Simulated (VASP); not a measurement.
# Si6Ni3C in VASP: a series of runs

Runs on Si6Ni3C. Level: PBEsol. Tasks: single point.

Everything below comes from runs of VASP 6.6.1. Logs are shortened: lines on timing, memory, paths and dates and some standing lists are left out, and cuts for length are marked.

## (1) The cell of the first run

The cell holds a slab with vacuum, 10 atoms: a = 3.812 Å, b = 3.812 Å, c = 25.739 Å, α = 90.00°, β = 90.00°, γ = 90.00°.

## (2) Single point, PBEsol

INCAR reads:

```
SYSTEM = Si6Ni3C
PREC     = Accurate       ! precision mode
ENCUT    = 520            ! plane-wave cutoff, eV
EDIFF    = 1E-6           ! SCF threshold, eV
ISMEAR   = 0              ! smearing method
SIGMA    = 0.1            ! smearing width, eV
LREAL    = .False.        ! projectors in reciprocal space
LASPH    = .True.         ! aspherical terms in the spheres
NELM     = 60             ! most SCF steps
ALGO     = Normal         ! electronic algorithm
ISIF     = 2              ! what is computed and relaxed
LWAVE    = .False.        ! write WAVECAR
LCHARG   = .True.         ! write CHGCAR
LDIPOL   = .True.       
IDIPOL   = 3            
DIPOL    = 0.5 0.5 0.471
GGA      = PS             ! functional
LELF     = .True.         ! ELF
LVHAR    = .True.       
LVACPOTAV= .True.       
NBANDS   = 40             ! bands
```

KPOINTS reads:

```
Automatic mesh
0
Gamma
  8 8 1
  0 0 0
```

POSCAR reads:

```
Si6Ni3C
1.0
    3.8123023665      0.0000000000      0.0000000000
    0.0000000000      3.8123023665      0.0000000000
    0.0000000000      0.0000000000     25.7392621383
Si Ni C
6 3 1
Direct
    0.5000000000      0.0000000000      0.3302347967
    0.0000000000      0.5000000000      0.3302347967
    0.0000000000      0.5000000000      0.4349660373
    0.5000000000      0.0000000000      0.4349660373
    0.5000000000      0.0000000000      0.5399667099
    0.0000000000      0.5000000000      0.5399667099
    0.5000000000      0.5000000000      0.3826004170
    0.0000000000      0.0000000000      0.4858687402
    0.5000000000      0.5000000000      0.5860609916
    0.5000000000      0.5000000000      0.6488583772
```

Potentials or basis: VASP PAW PBE potentials, release 64 (Si, Ni, C).

Launch:

```bash
$ cat potpaw_PBE.64/Si/POTCAR potpaw_PBE.64/Ni/POTCAR potpaw_PBE.64/C/POTCAR > POTCAR
$ mpirun -np 1 vasp_std > vasp.out
```

OUTCAR:

```text
SYSTEM = Si6Ni3C
   PREC = Accurate
   ENCUT = 520
   EDIFF = 1E-6
   ISMEAR = 0
   LREAL = .False.
   LASPH = .True.
   NELM = 60
   ISIF = 2
   GGA = PS

 ion  position               nearest neighbor table
   1  0.500  0.000  0.330-   7 2.33   7 2.33   2 2.70   2 2.70   2 2.70   2 2.70   4 2.70
   2  0.000  0.500  0.330-   7 2.33   7 2.33   1 2.70   1 2.70   1 2.70   1 2.70   3 2.70
   3  0.000  0.500  0.435-   8 2.31   8 2.31   7 2.33   7 2.33   4 2.70   4 2.70   4 2.70   4 2.70
                             2 2.70   6 2.70
   4  0.500  0.000  0.435-   8 2.31   8 2.31   7 2.33   7 2.33   3 2.70   3 2.70   3 2.70   3 2.70
                             1 2.70   5 2.70
   5  0.500  0.000  0.540-   9 2.25   9 2.25   8 2.36   8 2.36   6 2.70   6 2.70   6 2.70   6 2.70
                             4 2.70
   6  0.000  0.500  0.540-   9 2.25   9 2.25   8 2.36   8 2.36   5 2.70   5 2.70   5 2.70   5 2.70
                             3 2.70
   7  0.500  0.500  0.383-   1 2.33   2 2.33   3 2.33   4 2.33   1 2.33   4 2.33   2 2.33   3 2.33

   8  0.000  0.000  0.486-   3 2.31   4 2.31   3 2.31   4 2.31   5 2.36   6 2.36   6 2.36   5 2.36

   9  0.500  0.500  0.586-  10 1.62   6 2.25   5 2.25   5 2.25   6 2.25
  10  0.500  0.500  0.649-   9 1.62

  LATTYP: Found a simple tetragonal cell.
 ALAT       =     3.8123023665
 C/A-ratio  =     6.7516318654

  Lattice vectors:

 A1 = (   3.8123023665,   0.0000000000,   0.0000000000)
 A2 = (   0.0000000000,   3.8123023665,   0.0000000000)
 A3 = (   0.0000000000,   0.0000000000,  25.7392621383)

Analysis of symmetry for initial positions (statically):
=====================================================================
 Subroutine PRICEL returns:
 Original cell was already a primitive cell.

 Routine SETGRP: Setting up the symmetry group for a
 simple tetragonal supercell.

 Subroutine GETGRP returns: Found  8 space group operations
 (whereof  8 operations were pure point group operations)
 out of a pool of 16 trial point group operations.

The static configuration has the point symmetry C_4v.

Analysis of symmetry for dynamics (positions and initial velocities):
=====================================================================
 Subroutine PRICEL returns:
 Original cell was already a primitive cell.

 Routine SETGRP: Setting up the symmetry group for a
 simple tetragonal supercell.

 Subroutine GETGRP returns: Found  8 space group operations
 (whereof  8 operations were pure point group operations)
 out of a pool of 16 trial point group operations.

The dynamic configuration has the point symmetry C_4v.

 Subroutine INISYM returns: Found  8 space group operations
 (whereof  8 operations are pure point group operations),
 and found     1 'primitive' translations

----------------------------------------------------------------------------------------

                                     Primitive cell

  volume of cell :     374.0854

  direct lattice vectors                    reciprocal lattice vectors
     3.812302366  0.000000000  0.000000000     0.262308680  0.000000000  0.000000000
     0.000000000  3.812302366  0.000000000     0.000000000  0.262308680  0.000000000
     0.000000000  0.000000000 25.739262138     0.000000000  0.000000000  0.038851153

  length of vectors
     3.812302366  3.812302366 25.739262138     0.262308680  0.262308680  0.038851153

  position of ions in fractional coordinates (direct lattice)
     0.500000000  0.000000000  0.330234797
     0.000000000  0.500000000  0.330234797
     0.000000000  0.500000000  0.434966037
     0.500000000  0.000000000  0.434966037
     0.500000000  0.000000000  0.539966710
     0.000000000  0.500000000  0.539966710
     0.500000000  0.500000000  0.382600417
     0.000000000  0.000000000  0.485868740
     0.500000000  0.500000000  0.586060992
     0.500000000  0.500000000  0.648858377

  ion indices of the primitive-cell ions
   primitive index   ion index
                 1           1
                 2           2
                 3           3
                 4           4
                 5           5
                 6           6
                 7           7
                 8           8
                 9           9
                10          10

----------------------------------------------------------------------------------------

 KPOINTS: Automatic mesh

Automatic generation of k-mesh.
 Grid dimensions read from file:
 generate k-points for:    8    8    1

 Generating k-lattice:

  Cartesian coordinates                     Fractional coordinates (reciprocal lattice)
     0.032788585  0.000000000  0.000000000     0.125000000  0.000000000  0.000000000
     0.000000000  0.032788585  0.000000000     0.000000000  0.125000000  0.000000000
     0.000000000  0.000000000  0.038851153     0.000000000  0.000000000  1.000000000

  Length of vectors
     0.032788585  0.032788585  0.038851153

  Shift w.r.t. Gamma in fractional coordinates (k-lattice)
     0.000000000  0.000000000  0.000000000

 Subroutine IBZKPT returns following result:
 ===========================================

 Found     15 irreducible k-points:

 Following reciprocal coordinates:
            Coordinates               Weight
  0.000000  0.000000  0.000000      1.000000
  0.125000  0.000000  0.000000      4.000000
  0.250000  0.000000  0.000000      4.000000
  0.375000  0.000000  0.000000      4.000000
  0.500000  0.000000  0.000000      2.000000
  0.125000  0.125000  0.000000      4.000000
  0.250000  0.125000  0.000000      8.000000
  0.375000  0.125000  0.000000      8.000000
  0.500000  0.125000  0.000000      4.000000
  0.250000  0.250000  0.000000      4.000000
  0.375000  0.250000  0.000000      8.000000
  0.500000  0.250000  0.000000      4.000000
  0.375000  0.375000  0.000000      4.000000
  0.500000  0.375000  0.000000      4.000000
  0.500000  0.500000  0.000000      1.000000
   k-points           NKPTS =     15   k-points in BZ     NKDIM =     15   number of bands    NBANDS=     40
   number of dos      NEDOS =    301   number of ions     NIONS =     10
   total plane-waves  NPLWV = 150528
   dimension x,y,z NGX =    28 NGY =   28 NGZ =  192
   dimension x,y,z NGXF=    56 NGYF=   56 NGZF=  384
   ions per type =               6   3   1
   NGX,Y,Z   is equivalent  to a cutoff of  12.21, 12.21, 12.40 a.u.
   NGXF,Y,Z  is equivalent  to a cutoff of  24.42, 24.42, 24.80 a.u.
 SYSTEM =  Si6Ni3C
   PREC   = accura    normal or accurate (medium, high low for compatibility)
   ISTART =      0    job   : 0-new  1-cont  2-samecut
   ICHARG =      2    charge: 1-file 2-atom 10-const
   ISPIN  =      1    spin polarized calculation?
   LNONCOLLINEAR =      F non collinear calculations
   LSORBIT =      F    spin-orbit coupling
   LASPH  =      T    aspherical Exc in radial PAW
   ENCUT  =  520.0 eV  38.22 Ry    6.18 a.u.   7.09  7.09 47.86*2*pi/ulx,y,z
   NELM   =     60;   NELMIN=  2; NELMDL= -5     # of ELM steps
   EDIFF  = 0.1E-05   stopping-criterion for ELM
   LREAL  =      F    real-space projection
   EDIFFG = 0.1E-04   stopping-criterion for IOM
   NSW    =      0    number of steps for IOM
   IBRION =     -1    ionic relax: 0-MD 1-quasi-New 2-CG
   NFREE  =      0    steps in history (QN), initial steepest desc. (CG)
   ISIF   =      2    stress and relaxation
   ISYM   =      2    0-nonsym 1-usesym 2-fastsym
   POTIM  = 0.5000    time-step for ionic-motion
   TEBEG  =    0.0;   TEEND  =   0.0 temperature during run
   PSTRESS=    0.0 pullay stress
   NELECT =      58.0000    total number of electrons
   NUPDOWN=      -1.0000    fix difference up-down
   EMIN   =  10.00;   EMAX   =-10.00  energy-range for DOS
   EFERMI =   0.00;   METHOD = LEGACY
   ISMEAR =     0;   SIGMA  =   0.10  broadening in eV -4-tet -1-fermi 0-gaus
   EFERMI_NEDOS =   21; number of points for ismear=-14 and -15
   IALGO  =     38    algorithm
   IMIX   =      4    mixing-type and parameters
     AMIX     =   0.40;   BMIX     =  1.00
     AMIX_MAG =   1.60;   BMIX_MAG =  1.00
  volume/ion in A,a.u.               =      37.41       252.45
  Fermi-wavevector in a.u.,A,eV,Ry     =   0.879483  1.661981 10.523965  0.773490
  Thomas-Fermi vector in A             =   1.999712
   LORBIT       =      0    0 simple, 1 ext, 2 COOP (PROOUT), +10 PAW based schemes
   GGA     = PS    functional components
   LHFCALC =     F    Hartree Fock is set to
   AEXX    =    0.0000 exact exchange contribution
   IVDW    =     0    specifies the selected vdW correction
   LEPSILON=     F    determine dielectric tensor
   LRPA    =     F    only Hartree local field effects (RPA)
 non-spin polarized calculation
 Gauss-broadening in eV      SIGMA  =   0.10
  energy-cutoff  :      520.00
  volume of cell :      374.09
 maximum number of plane-waves:     10106
   NGX = 15   NGY = 15   NGZ = 95

 dipolmoment           0.000000      0.000000     -0.063868 electrons x Angstroem

 number of electron      58.0000039 magnetization

 dipolmoment           0.000000      0.000000      0.084996 electrons x Angstroem

 Free energy of the ion-electron system (eV)
  ---------------------------------------------------
  ext. energy  EPLUGINS =         0.00000000
  ---------------------------------------------------
  free energy    TOTEN  =       -58.55788622 eV

  energy without entropy =      -58.51428624  energy(sigma->0) =      -58.53608623

 E-fermi :  -0.1421     XC(G=0):  -4.7883

 val. band max:       -0.1651767984   @ k =   0.5000   0.2500   0.0000
 cond. band min:      -0.1219033866   @ k =   0.3750   0.0000   0.0000
 fundamental gap:      0.0432734117
 Fermi energy:        -0.1420549303

 k-point     1 :       0.0000    0.0000    0.0000
  band No.  band energies     occupation
      1     -13.4025      2.00000
      2     -12.0811      2.00000
      3     -10.5066      2.00000
      4      -9.7885      2.00000
      5      -6.9254      2.00000
      6      -6.5398      2.00000
[... 32 lines left out ...]
     39       4.1116      0.00000
[... 601 lines left out ...]
     39       4.9690      0.00000
     40       5.0732      0.00000

------------------------ aborting loop because EDIFF is reached ----------------------------------------

  FORCE on cell =-STRESS in cart. coord.  units (eV):
  Direction    XX          YY          ZZ          XY          YZ          ZX
  --------------------------------------------------------------------------------------
  -------------------------------------------------------------------------------------
  Total       -1.2076967     -1.2076967      0.6537966      0.0000000      0.0000000     -0.0000000
  in kB       -5.1724664     -5.1724664      2.8001577      0.0000000      0.0000000     -0.0000000
  external PRESSURE =      -2.5149250 kB  Pullay stress =       0.0000000 kB

 VOLUME and BASIS-vectors are now :
 -----------------------------------------------------------------------------
  energy-cutoff  :      520.00
  volume of cell :      374.09
      direct lattice vectors                 reciprocal lattice vectors
     3.812302366  0.000000000  0.000000000     0.262308680  0.000000000  0.000000000
     0.000000000  3.812302366  0.000000000     0.000000000  0.262308680  0.000000000
     0.000000000  0.000000000 25.739262138     0.000000000  0.000000000  0.038851153

 POSITION                                       TOTAL-FORCE (eV/Angst)
 -----------------------------------------------------------------------------------
      1.90615      0.00000      8.50000         0.000000     -0.000000     -0.299020
      0.00000      1.90615      8.50000         0.000000     -0.000000     -0.299020
      0.00000      1.90615     11.19570         0.000000     -0.000000     -0.222763
      1.90615      0.00000     11.19570         0.000000     -0.000000     -0.222763
      1.90615      0.00000     13.89834         0.000000     -0.000000      0.010222
      0.00000      1.90615     13.89834         0.000000     -0.000000      0.010222
      1.90615      1.90615      9.84785        -0.000000     -0.000000      1.025832
      0.00000      0.00000     12.50590         0.000000     -0.000000      0.003402
      1.90615      1.90615     15.08478         0.000000      0.000000     -0.255991
      1.90615      1.90615     16.70114         0.000000     -0.000000      0.249878
 -----------------------------------------------------------------------------------
    total drift:                                0.000000     -0.000000     -0.000343

  FREE ENERGIE OF THE ION-ELECTRON SYSTEM (eV)
  ---------------------------------------------------
  free  energy   TOTEN  =       -58.5578862166 eV

  energy  without entropy=      -58.5142862374  energy(sigma->0) =      -58.53608623

 vacuum level on the upper side and lower side of the slab         5.650         4.591
```

It took 6 min on 1 thread of AMD EPYC 9R45 (Zen 5), shared host; peak memory 0.46 GiB.

What came out:

```yaml
Free_energy: -58.5579 eV
Largest_force: 1.026 eV/Å
Band_gap_on_the_k_mesh: zero (bands 29 and 30 overlap by 2.01 eV)
```

Forces on the atoms (eV/Å):
```
Si   0.000  0.000 -0.299
Si   0.000  0.000 -0.299
Si   0.000  0.000 -0.223
Si   0.000  0.000 -0.223
Si   0.000  0.000  0.010
Si   0.000  0.000  0.010
Ni   0.000  0.000  1.026
Ni   0.000  0.000  0.003
Ni   0.000  0.000 -0.256
C    0.000  0.000  0.250
```

Levels at points of the mesh, in eV from the Fermi level:
| k point | band 26 | band 27 | band 28 | band 29 | band 30 | band 31 | band 32 | band 33 |
| --- | --- | --- | --- | --- | --- | --- | --- | --- |
| (0.00, 0.00, 0.00) | -0.61 | -0.18 | -0.11 | 0.19 | 0.20 | 0.20 | 1.51 | 1.70 |
| (0.50, 0.00, 0.00) | -1.12 | -0.97 | -0.46 | -0.23 | 0.44 | 1.14 | 1.20 | 1.42 |
| (0.50, 0.50, 0.00) | -2.66 | -2.63 | -2.15 | -1.67 | -1.67 | -0.04 | 0.82 | 0.82 |

Caveat: the PAW data sets were made with another functional, which shifts forces and pressure a little. Spin polarisation is off, so any magnetic state and its effect on volume and gap are missing.

## (3) Single point, PBEsol

INCAR reads:

```
PREC = Accurate
ENCUT = 520
EDIFF = 1E-7
ISMEAR = 0
SIGMA = 0.1
LREAL = F
LASPH = T
NELM = 100
ALGO = Normal
ISIF = 2
LWAVE = F
LCHARG = F
LDIPOL = T
IDIPOL = 3
DIPOL = 0.5 0.5 0.463
GGA = PS
NBANDS = 40
```

KPOINTS reads:

```
regular mesh
0
Gamma
  8 8 1
```

POSCAR reads:

```
Si6Ni3C
1.0
    3.8123023665      0.0000000000      0.0000000000
    0.0000000000      3.8123023665      0.0000000000
    0.0000000000      0.0000000000     25.7392621383
Si Ni C
6 3 1
Direct
    0.5000000000      0.0000000000      0.3302347967
    0.0000000000      0.5000000000      0.3302347967
    0.0000000000      0.5000000000      0.4349660373
    0.5000000000      0.0000000000      0.4349660373
    0.5000000000      0.0000000000      0.5399228844
    0.0000000000      0.5000000000      0.5399228844
    0.5000000000      0.5000000000      0.3826004170
    0.0000000000      0.0000000000      0.4833570776
    0.5000000000      0.5000000000      0.5836515161
    0.0000000000      1.0000000000      0.5700524256
```

Potentials or basis: VASP PAW PBE potentials, release 64 (Si, Ni, C).

Launch:

```bash
$ cat potpaw_PBE.64/Si/POTCAR potpaw_PBE.64/Ni/POTCAR potpaw_PBE.64/C/POTCAR > POTCAR
$ mpirun -np 1 vasp_std > vasp.out
```

It took 5.9 min on 1 thread of AMD EPYC 9R45 (Zen 5), shared host; peak memory 0.46 GiB.

It converged, with:

```
Free energy            : -59.4490 eV
Largest force          : 0.937 eV/Å
Band gap on the k mesh : zero (bands 29 and 30 overlap by 1.99 eV)
```

Forces in eV/Å, atoms in the order of the input:
```
Si   0.000  0.000 -0.397
Si   0.000  0.000 -0.397
Si   0.000  0.000 -0.074
Si   0.000  0.000 -0.074
Si   0.000  0.000 -0.026
Si   0.000  0.000 -0.026
Ni   0.000  0.000  0.937
Ni   0.000  0.000 -0.013
Ni   0.000  0.000  0.056
C    0.000  0.000  0.013
```

Levels at points of the mesh, in eV from the Fermi level:
| k point | band 27 | band 28 | band 29 | band 30 | band 31 | band 32 |
| --- | --- | --- | --- | --- | --- | --- |
| (0.00, 0.00, 0.00) | -0.34 | -0.22 | -0.22 | -0.01 | 0.21 | 1.71 |
| (0.50, 0.00, 0.00) | -0.95 | 0.10 | 0.36 | 0.40 | 0.85 | 1.22 |
| (0.50, 0.50, 0.00) | -2.13 | -1.66 | -1.66 | -1.60 | 1.59 | 1.59 |

Caveat: the PAW data sets were made with another functional, which shifts forces and pressure a little. Spin polarisation is off, so any magnetic state and its effect on volume and gap are missing.

The gap in the log of VASP goes by the Fermi energy; the results here count the filled bands.